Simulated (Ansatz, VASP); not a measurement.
# One calculation of SiPdRu5, two programs

```
Si Ru Pd
1.0
     0.00000    4.29125    4.29125
     4.29125    0.00000    4.29125
     4.29125    4.29125    0.00000
Si Ru Pd
1 5 1
Direct
  0.00000 0.00000 0.00000
  0.65044 0.65044 0.65044
  0.65044 0.65044 0.04868
  0.65044 0.04868 0.65044
  0.04868 0.65044 0.65044
  0.50000 0.50000 0.50000
  0.25000 0.25000 0.25000
```

Alike in both runs: functional PBE; k mesh 4 × 4 × 4; occupations gaussian, width 0.2 eV; no spin polarisation.

Ansatz relaxed the structure, and its values are those at the end. VASP's run is a single point on that final structure, the one shown.

|  | VASP | Ansatz |
| --- | --- | --- |
| version | VASP 6.6.1 | Ansatz 0.2.0 |
| potentials or method | VASP PAW PBE potentials, release 64 (Si, Ru_pv, Pd), cutoff 520 eV | scalar-relativistic, plane waves, PAW |
| valence electrons in the cell | 84 | 102 |

|  | VASP | Ansatz | Ansatz less VASP |
| --- | --- | --- | --- |
| gap on the k mesh at the Fermi level (eV) | none | none | - |
| pressure (GPa) | 0.2 | 0.0 | -0.27 |
| rms of the force components (eV/Å) | 0.004 | 0.012 | +0.0079 |

A gap of «none» marks a metal or a gap that the smearing closes. With one functional, cell and mesh, what is left measures potentials, basis and numerics. VASP's potentials hold 84 valence electrons a cell and Ansatz's 102, so a difference there can come from the potentials and not from the codes.
